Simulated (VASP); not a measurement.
A run of VASP 6.6.1 is set up as follows.

INCAR

```
  ALGO = Normal
  EDIFF = 1E-7
  ENCUT = 520
  GGA = PE
  ISIF = 2
  ISMEAR = 0
  ISYM = 0
  LASPH = T
  LCHARG = F
  LREAL = Auto
  LWAVE = F
  NBANDS = 96
  NELM = 80
  PREC = Accurate
  SIGMA = 0.1
```

Contents of KPOINTS:

```
Automatic mesh
0
Gamma
  2 2 2
  0.5 0.5 0.5
```

POSCAR

```
AlAg3SnSe5
1.0
    2.9748086931      2.9705307098      6.2313117055
   -2.9697612956     -2.9747481798      6.2308967417
    8.8792795100     -5.9074959345      3.1214463949
Al Se Ag Sn
2 10 6 2
Direct
    0.0930636432      0.4956056473      0.8056916586
    0.5929901604     -0.0043396816      0.8057262011
    0.5721352044      0.8800027977      0.6144098498
    0.4520503758      0.3550316844      0.8061575622
    0.9520432218      0.8551020251      0.8060090952
    0.3882734787      0.8811806748     -0.0146652312
    0.7807887257      0.8819248919      0.2023811655
    0.6808751085      0.3790734577      0.3958978131
    0.1805724544      0.8791445587      0.3959776812
    0.0722555356      0.3799945271      0.6144166767
    0.8883120156      0.3811028847      0.9851935876
    0.2806162750      0.3817668673      0.2025773248
    0.1855084753     -0.0067065401      0.6136755950
    0.0102597366      0.0063095499      0.9917962456
    0.4163862429      0.0071591516      0.1833114996
    0.6857239705      0.4930541639      0.6137302585
    0.5099471464      0.5065571074     -0.0078580138
    0.9162847683      0.5073024978      0.1830697818
    0.2952938921      0.4974753803      0.4040677967
    0.7949730262      0.9975624423      0.4040176468
```

Potentials or basis: VASP PAW PBE potentials, release 64 (Al, Se, Ag, Sn_d).

Launch:

```sh
$ cat potpaw_PBE.64/Al/POTCAR potpaw_PBE.64/Se/POTCAR potpaw_PBE.64/Ag/POTCAR potpaw_PBE.64/Sn_d/POTCAR > POTCAR
$ mpirun -np 1 vasp_std > vasp.out
```

**Question.** What does it give for the largest force?

**Answer.** 0.045 eV/Å.

**Question.** What does it give for the pressure?

**Answer.** 0.0 GPa.

**Question.** What does it give for the band gap on the k mesh?

**Answer.** 0.05 eV.

Forces in eV/Å, atoms in the order of the input:
```
Al  -0.031  0.023  0.024
Al  -0.030  0.024  0.019
Se   0.008 -0.003 -0.001
Se   0.000 -0.005  0.006
Se   0.004 -0.001  0.001
Se   0.026 -0.025 -0.017
Se   0.008 -0.002  0.007
Se  -0.004  0.003  0.005
Se  -0.003  0.004  0.001
Se   0.005 -0.002 -0.001
Se   0.027 -0.025 -0.023
Se   0.005 -0.003  0.010
Ag   0.004  0.003  0.004
Ag   0.001 -0.003 -0.015
Ag  -0.009  0.002  0.000
Ag   0.003 -0.001  0.004
Ag   0.004 -0.002 -0.018
Ag  -0.005  0.002  0.004
Sn  -0.013  0.002 -0.005
Sn   0.000  0.007 -0.005
```

Caveat: spin-orbit coupling is left out, which moves the levels of the heavy elements; a shifted mesh leaves out Γ, where band edges can lie. A k mesh can miss the band edges.
